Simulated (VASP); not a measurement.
The system is K3SbI.

```
K Sb I
1.0
     5.37715    0.00000    0.00000
     0.00000    5.37715    0.00000
     0.00000    0.00000    5.37715
K Sb I
3 1 1
Direct
  0.00000 0.50000 0.50000
  0.50000 0.00000 0.50000
  0.50000 0.50000 0.00000
  0.00000 0.00000 0.00000
  0.50000 0.50000 0.50000
```

The cell was generated, and may not be a known phase.

- Program: VASP 6.6.1
- Task: relaxation of cell and atoms
- Functional: PBE
- Potentials or basis: VASP PAW PBE potentials, release 64 (K_sv, Sb, I)
- Cutoff: 600 eV
- k mesh: 4 × 4 × 4
- Occupations: gaussian, width 0.1 eV
- Spin: no spin polarisation

At the start: pressure 18.6 GPa; volume 31.09 Å³/atom.

Task: Where does the relaxation end?

Result: Over 5 steps the energy falls by 798.1 meV/atom and the volume is 54.07 Å³/atom (+73.9 %); space group Pm-3m (No. 221, to 0.1 Å) before and after.

The path:
```tsv
step	energy change (eV)	largest force (eV/Å)	pressure (GPa)	volume (Å³)
1	0.0000	0.0000	18.57	155.47
2	-3.9477	0.0000	0.80	251.49
3	-3.9787	0.0000	0.40	259.91
4	-3.9850	0.0000	-0.24	277.32
5	-3.9907	0.0000	-0.01	270.34
```

Final structure:
```
K Sb I
1.0
     6.46604    0.00000    0.00000
     0.00000    6.46604    0.00000
     0.00000    0.00000    6.46604
K Sb I
3 1 1
Direct
  0.00000 0.50000 0.50000
  0.50000 0.00000 0.50000
  0.50000 0.50000 0.00000
  0.00000 0.00000 0.00000
  0.50000 0.50000 0.50000
```

Caveat: the volume moved by over 15 % at a fixed basis, so the end points are rough; an odd number of electrons without spin polarisation forces a metal; a magnetic or distorted state may lie lower.
